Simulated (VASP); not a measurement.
Input of a VASP 6.6.1 run:

INCAR

```
  PREC = Accurate
  ENCUT = 520
  EDIFF = 1E-7
  ISMEAR = 0
  SIGMA = 0.05
  LREAL = F
  LASPH = T
  NELM = 80
  ALGO = Normal
  ISIF = 2
  LWAVE = F
  LCHARG = F
  GGA = PE
  NBANDS = 16
```

The input KPOINTS:

```
Automatic mesh
0
Gamma
  12 12 4
```

File POSCAR:

```
BN
1.0
    2.5039917043      0.0000000000      0.0000000000
   -1.2519958522      2.1685204268      0.0000000000
    0.0000000000      0.0000000000      6.6612000000
B N
2 2
Direct
    0.4231898611      0.6666666667      0.2500000000
    0.6667090337      0.3333333333      0.7500000000
    0.3333381480      0.6666666667      0.7500000000
    0.5972817526      0.3333333333      0.2500000000
```

Potentials or basis: VASP PAW PBE potentials, release 64 (B, N).

Command:

```console
$ cat potpaw_PBE.64/B/POTCAR potpaw_PBE.64/N/POTCAR > POTCAR
$ mpirun -np 1 vasp_std > vasp.out
```

(1) Predict the largest force.

(2) What does it give for the band gap on the k mesh?

Answers

(1) 24.072 eV/Å.

(2) 2.14 eV, indirect (least direct gap 3.48 eV).

Caveat: the cell differs from its parent crystal (mode 9 (1359.5 1/cm) frozen in, largest displacement +0.225 Å); forces of over 1 eV/Å act on the atoms, so gaps and moduli don't describe the material at rest.
